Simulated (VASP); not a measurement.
Input of a VASP 6.6.1 run:

The input INCAR:

```
SYSTEM = In
ALGO = Normal
EDIFF = 1E-6
ENCUT = 500
GGA = RP
GGA_COMPAT = .False.
ISIF = 2
ISMEAR = -1
IVDW = 12
LASPH = .True.
LCHARG = .False.
LORBIT = 11
LORBMOM = .True.
LREAL = .False.
LSORBIT = .True.
LWAVE = .False.
MAGMOM = 0 0 0
NBANDS = 24
NELM = 200
PREC = Accurate
SIGMA = 0.15
```

File KPOINTS:

```
k-points
0
Gamma
  10 10 10
  0 0 0
```

File POSCAR:

```
In
1.0
   -1.8825252400      1.8825252400      1.8825252400
    1.8825252400     -1.8825252400      1.8825252400
    1.8825252400      1.8825252400     -1.8825252400
In
1
Direct
    0.0000000000      0.0000000000      0.0000000000
```

Potentials or basis: VASP PAW PBE potentials, release 64 (In_d).

Launch:

```sh
$ cat potpaw_PBE.64/In_d/POTCAR > POTCAR
$ mpirun -np 1 vasp_ncl > vasp.out
```

(1) Estimate the pressure.

(2) Estimate the net moment.

(3) Predict the dispersion energy per atom.

## Answers

(1) -14.7 GPa.

(2) 0.00 μB per cell.

(3) -1.993 eV.

Caveat: three body term missing; the cell stands under tension; the PAW data sets were made with another functional, which shifts forces and pressure a little.
